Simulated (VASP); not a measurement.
# Se (Im-3m) in VASP: a series of runs, part 2 of 2

VASP 6.6.1. The steps go on from the part before.

### Step 3. Single point, PBE

This run uses another cell than the first one, of 10.33 Å³/atom, 0.492 times its volume.

File INCAR:

```
SYSTEM = Se
PREC = Accurate
ENCUT = 520
EDIFF = 1E-6
ISMEAR = -1
SIGMA = 0.1
LREAL = .False.
LASPH = .True.
NELM = 80
ALGO = Normal
ISIF = 2
LWAVE = .False.
LCHARG = .True.
GGA = PE
LELF = .True.
LVHAR = .True.
NBANDS = 9
```

File KPOINTS:

```
Automatic mesh
0
Gamma
  19 19 19
  0 0 0
```

File POSCAR:

```
Se
1.0
   -1.3717904765      1.3717904765      1.3717904765
    1.3717904765     -1.3717904765      1.3717904765
    1.3717904765      1.3717904765     -1.3717904765
Se
1
Direct
    0.0000000000      0.0000000000      0.0000000000
```

Potentials or basis: VASP PAW PBE potentials, release 64 (Se).

Started as:

```console
> cat potpaw_PBE.64/Se/POTCAR > POTCAR
> mpirun -np 1 vasp_std > vasp.out
```

OUTCAR:

```text
SYSTEM = Se
   PREC = Accurate
   ENCUT = 520
   EDIFF = 1E-6
   ISMEAR = -1
   LREAL = .False.
   LASPH = .True.
   NELM = 80
   ISIF = 2
   GGA = PE

 ion  position               nearest neighbor table
   1  0.000  0.000  0.000-

  LATTYP: Found a body centered cubic cell.
 ALAT       =     2.7435809530

  Lattice vectors:

 A1 = (  -1.3717904765,   1.3717904765,   1.3717904765)
 A2 = (   1.3717904765,  -1.3717904765,   1.3717904765)
 A3 = (   1.3717904765,   1.3717904765,  -1.3717904765)

Analysis of symmetry for initial positions (statically):
=====================================================================
 Subroutine PRICEL returns:
 Original cell was already a primitive cell.

 Routine SETGRP: Setting up the symmetry group for a
 body centered cubic supercell.

 Subroutine GETGRP returns: Found 48 space group operations
 (whereof 48 operations were pure point group operations)
 out of a pool of 48 trial point group operations.

The static configuration has the point symmetry O_h .
[... 160 lines left out ...]

 val. band max:       16.8903669962   @ k =   0.2105   0.2105   0.0526
 cond. band min:      16.9323453525   @ k =   0.4211   0.0526   0.0000
 fundamental gap:      0.0419783563
 Fermi energy:        16.9059222790

 k-point     1 :       0.0000    0.0000    0.0000
  band No.  band energies     occupation
      1      -8.4376      2.00000
      2      25.2666      0.00000
      3      25.2666      0.00000
      4      25.2666      0.00000
      5      31.1223      0.00000
      6      31.1223      0.00000
      7      31.1223      0.00000
      8      34.9954      0.00000
      9      34.9954      0.00000
[... 265 lines left out ...]
 k-point    24 :       0.3158    0.1053    0.0000
  band No.  band energies     occupation
      1      -2.6961      2.00000
      2       7.8964      2.00000
      3      15.7443      1.99998
      4      19.8594      0.00000
      5      26.1910      0.00000
      6      29.0117      0.00000
      7      34.3137      0.00000
      8      41.3042      0.00000
      9      42.7733      0.00000

 [... further k-points ...]

------------------------ aborting loop because EDIFF is reached ----------------------------------------

  FORCE on cell =-STRESS in cart. coord.  units (eV):
  Direction    XX          YY          ZZ          XY          YZ          ZX
  --------------------------------------------------------------------------------------
  -------------------------------------------------------------------------------------
  Total       14.3892283     14.3892283     14.3892283     -0.0000000      0.0000000     -0.0000000
  in kB     2232.6710665   2232.6710665   2232.6710665     -0.0000000      0.0000000     -0.0000000
  external PRESSURE =    2232.6710665 kB  Pullay stress =       0.0000000 kB

 VOLUME and BASIS-vectors are now :
 -----------------------------------------------------------------------------
  energy-cutoff  :      520.00
  volume of cell :       10.33
      direct lattice vectors                 reciprocal lattice vectors
    -1.371790476  1.371790476  1.371790476     0.000000000  0.364487149  0.364487149
     1.371790476 -1.371790476  1.371790476     0.364487149  0.000000000  0.364487149
     1.371790476  1.371790476 -1.371790476     0.364487149  0.364487149  0.000000000

 POSITION                                       TOTAL-FORCE (eV/Angst)
 -----------------------------------------------------------------------------------
      0.00000      0.00000      0.00000         0.000000     -0.000000      0.000000
 -----------------------------------------------------------------------------------
    total drift:                               -0.000000     -0.000000      0.000000

  FREE ENERGIE OF THE ION-ELECTRON SYSTEM (eV)
  ---------------------------------------------------
  free  energy   TOTEN  =         0.8751415787 eV

  energy  without entropy=        0.8869313098  energy(sigma->0) =        0.88103644
```

It took 12 s on 1 thread of Intel Xeon 6975P-C (Granite Rapids), shared host; peak memory 0.13 GiB.

Results:

| Quantity | Value |
| --- | --- |
| Free energy | 0.8751 eV |
| Pressure | 223.3 GPa |
| Band gap on the k mesh | zero (band 3 reaches 25.27 eV, above the bottom of band 4 at 8.97 eV) |

### Step 4. Single point, PBE

This run uses another cell than the first one, of 10.33 Å³/atom, 0.492 times its volume.

File INCAR:

```
PREC = Accurate
ENCUT = 520
EDIFF = 1E-7
ISMEAR = -1
SIGMA = 0.1
LREAL = F
LASPH = T
NELM = 60
ALGO = Normal
ISIF = 2
LWAVE = F
LCHARG = F
GGA = PE
NBANDS = 9
```

File KPOINTS:

```
regular mesh
0
Gamma
  19 19 19
```

POSCAR is that of step 3.

Started as:

```console
> cat potpaw_PBE.64/Se/POTCAR > POTCAR
> mpirun -np 1 vasp_std > vasp.out
```

Wall time 13 s (1 thread of Intel Xeon 6975P-C (Granite Rapids), shared host); peak memory 0.13 GiB.

It converged, with:

- Free energy: 0.8751 eV
- Pressure: 223.3 GPa
- Band gap on the k mesh: zero (band 3 reaches 25.27 eV, above the bottom of band 4 at 8.97 eV)

Levels at points of the mesh, in eV from the Fermi level:
| k point | band 1 | band 2 | band 3 | band 4 | band 5 | band 6 | band 7 |
| --- | --- | --- | --- | --- | --- | --- | --- |
| (0.00, 0.00, 0.00) | -25.34 | 8.36 | 8.36 | 8.36 | 14.22 | 14.22 | 14.22 |

### Step 5. Single point, PBE

This run uses another cell than the first one, of 20.41 Å³/atom, 0.972 times its volume.

File INCAR:

```
SYSTEM = Se
  PREC = Accurate
  ENCUT = 520
  EDIFF = 1E-6
  ISMEAR = -1
  SIGMA = 0.1
  LREAL = .False.
  LASPH = .True.
  NELM = 60
  ALGO = Normal
  ISIF = 2
  LWAVE = .False.
  LCHARG = .False.
  GGA = PE
  NBANDS = 9
```

File KPOINTS:

```
Automatic mesh
0
Gamma
  19 19 19
  0 0 0
```

File POSCAR:

```
Se
1.0
   -1.7215265323      1.7215265323      1.7215265323
    1.7215265323     -1.7215265323      1.7215265323
    1.7215265323      1.7215265323     -1.7215265323
Se
1
Direct
    0.0000000000      0.0000000000      0.0000000000
```

Started as:

```console
> cat potpaw_PBE.64/Se/POTCAR > POTCAR
> mpirun -np 1 vasp_std > vasp.out
```

It took 16 s on 1 thread of Intel Xeon 6975P-C (Granite Rapids), shared host; peak memory 0.16 GiB.

It converged, with:

* Free energy: -2.9315 eV
* Pressure: -0.1 GPa
* Band gap on the k mesh: zero (band 3 reaches 8.40 eV, above the bottom of band 4 at 2.29 eV)

Levels at points of the mesh, in eV from the Fermi level:
```
           k point  band 1  band 2  band 3  band 4  band 5  band 6  band 7
(0.00, 0.00, 0.00)  -16.09    2.94    2.94    2.94   11.08   12.38   12.38
```

### Step 6. Relaxation of cell and atoms, PBE, target pressure 220 GPa, at which the enthalpy is minimised

This run uses another cell than the first one, of 10.35 Å³/atom, 0.493 times its volume.

File INCAR:

```
SYSTEM = Se
  PREC = Accurate
  ENCUT = 600
  EDIFF = 1E-6
  ISMEAR = -1
  SIGMA = 0.1
  LREAL = .FALSE.
  LASPH = .TRUE.
  NELM = 80
  ALGO = Normal
  ISIF = 3
  LWAVE = .FALSE.
  LCHARG = .FALSE.
  GGA = PE
  IBRION = 2
  NSW = 60
  EDIFFG = -0.005
  PSTRESS = 2200.0
```

File KPOINTS:

```
regular mesh
0
G
  19 19 19
  0 0 0
```

File POSCAR:

```
Se
1.0
   -1.3727234106      1.3727234106      1.3727234106
    1.3727234106     -1.3727234106      1.3727234106
    1.3727234106      1.3727234106     -1.3727234106
Se
1
Direct
    0.0000000000      0.0000000000      0.0000000000
```

Potentials or basis: VASP PAW PBE potentials, release 64 (Se).

Started as:

```console
> cat potpaw_PBE.64/Se/POTCAR > POTCAR
> mpirun -np 1 vasp_std > vasp.out
```

Run time: 23 s. Hardware: 1 thread of Intel Xeon 6975P-C (Granite Rapids), shared host; peak memory 0.14 GiB.

Results (log left out):

| Item | Value |
| --- | --- |
| Free energy | 0.8166 eV |
| Relaxed volume | 10.37 Å³/atom |
| Relaxed cell | a = 2.379 Å, b = 2.379 Å, c = 2.379 Å, α = 109.47°, β = 109.47°, γ = 109.47° |
| Space group after relaxing (to 0.05 Å) | Im-3m (No. 229) |
| Energy change on relaxing (the enthalpy is what falls) | -28.9 meV/atom |
| Ionic steps | 3 |
| Pressure after relaxing | 220.0 GPa |
| Band gap on the k mesh | zero (band 3 reaches 25.13 eV, above the bottom of band 4 at 8.92 eV) |

The path:
| step | energy change (eV) | largest force (eV/Å) | pressure (GPa) | volume (Å³) |
| --- | --- | --- | --- | --- |
| 1 | 0.0000 | 0.0000 | 221.62 | 10.35 |
| 2 | -0.2113 | 0.0000 | 209.80 | 10.50 |
| 3 | -0.0289 | 0.0000 | 220.01 | 10.37 |

Final structure:
```cif
data_structure
_symmetry_space_group_name_H-M 'P 1'
_symmetry_Int_Tables_number 1
_cell_length_a 2.3792
_cell_length_b 2.3792
_cell_length_c 2.3792
_cell_angle_alpha 109.471
_cell_angle_beta 109.471
_cell_angle_gamma 109.471
_cell_volume 10.37
loop_
_atom_site_label
_atom_site_type_symbol
_atom_site_fract_x
_atom_site_fract_y
_atom_site_fract_z
_atom_site_occupancy
Se1 Se 0.00000 0.00000 0.00000 1
```

Levels at points of the mesh, in eV from the Fermi level:
```
           k point  band 1  band 2  band 3  band 4  band 5  band 6  band 7
(0.00, 0.00, 0.00)  -25.27    8.31    8.31    8.31   14.20   14.20   14.20
```

Caveat: the cell is relaxed towards a set pressure, so the enthalpy falls and the energy may rise.

### Step 7. Relaxation of cell and atoms, PBE, target pressure 220 GPa, at which the enthalpy is minimised

This run uses another cell than the first one, of 10.33 Å³/atom, 0.492 times its volume.

File INCAR:

```
  PREC = Accurate
  ENCUT = 600
  EDIFF = 1E-6
  ISMEAR = -1
  SIGMA = 0.1
  LREAL = False
  LASPH = True
  NELM = 60
  ALGO = Normal
  ISIF = 3
  LWAVE = False
  LCHARG = False
  GGA = PE
  IBRION = 2
  NSW = 32
  EDIFFG = -0.005
  PSTRESS = 2200.0
```

File KPOINTS:

```
Automatic mesh
0
Gamma
  19 19 19
```

File POSCAR:

```
Se
1.0
   -1.3717904765      1.3717904765      1.3717904765
    1.3717904765     -1.3717904765      1.3717904765
    1.3717904765      1.3717904765     -1.3717904765
Se
1
Direct
    0.0000000000      0.0000000000      0.0000000000
```

Started as:

```console
> cat potpaw_PBE.64/Se/POTCAR > POTCAR
> mpirun -np 1 vasp_std > vasp.out
```

Run time: 23 s. Hardware: 1 thread of Intel Xeon 6975P-C (Granite Rapids), shared host; peak memory 0.14 GiB.

The run converged. Its results:

| Item | Value |
| --- | --- |
| Free energy | 0.8160 eV |
| Relaxed volume | 10.37 Å³/atom |
| Relaxed cell | a = 2.379 Å, b = 2.379 Å, c = 2.379 Å, α = 109.47°, β = 109.47°, γ = 109.47° |
| Space group after relaxing (to 0.05 Å) | Im-3m (No. 229) |
| Energy change on relaxing (the enthalpy is what falls) | -58.7 meV/atom |
| Ionic steps | 3 |
| Pressure after relaxing | 220.0 GPa |
| Band gap on the k mesh | zero (band 3 reaches 25.13 eV, above the bottom of band 4 at 8.92 eV) |

Step by step:
| step | energy change (eV) | largest force (eV/Å) | pressure (GPa) | volume (Å³) |
| --- | --- | --- | --- | --- |
| 1 | 0.0000 | 0.0000 | 223.25 | 10.33 |
| 2 | -0.4167 | 0.0000 | 199.95 | 10.64 |
| 3 | -0.0587 | 0.0000 | 219.98 | 10.37 |

Final structure:
```
CELL_PARAMETERS angstrom
-1.37367 1.37367 1.37367
1.37367 -1.37367 1.37367
1.37367 1.37367 -1.37367
ATOMIC_POSITIONS crystal
Se 0.00000 0.00000 0.00000
```

Levels at points of the mesh, in eV from the Fermi level:
| k point | band 1 | band 2 | band 3 | band 4 | band 5 | band 6 | band 7 |
| --- | --- | --- | --- | --- | --- | --- | --- |
| (0.00, 0.00, 0.00) | -25.27 | 8.31 | 8.31 | 8.31 | 14.20 | 14.20 | 14.20 |

Caveat: the cell is relaxed towards a set pressure, so the enthalpy falls and the energy may rise.

### Step 8. The runs side by side

```csv
task,cell,cutoff (eV),gap on the mesh (eV),pressure (GPa)
relaxation of cell and atoms,"relaxed from a = 3.010 Å, angles 109.5°, 1 atom",600,none,0.0
single point,"a = 2.376 Å, angles 109.5°, 1 atom",520,none,223.3
single point,"a = 2.982 Å, angles 109.5°, 1 atom",520,none,-0.1
relaxation of cell and atoms,"relaxed to 220 GPa from a = 2.378 Å, angles 109.5°, 1 atom",600,none,220.0
relaxation of cell and atoms,"relaxed to 220 GPa from a = 2.376 Å, angles 109.5°, 1 atom",600,none,220.0
```

Alike in all rows: level PBE; potentials or basis VASP PAW PBE potentials, release 64 (Se); no spin polarisation; k mesh 19 × 19 × 19; smearing fermi-dirac 0.1 eV.

Caveats: the cell is relaxed towards a set pressure, so the enthalpy falls and the energy may rise (some runs).

Total energies depend on the potentials used, so only differences within one code and one set of settings carry meaning.
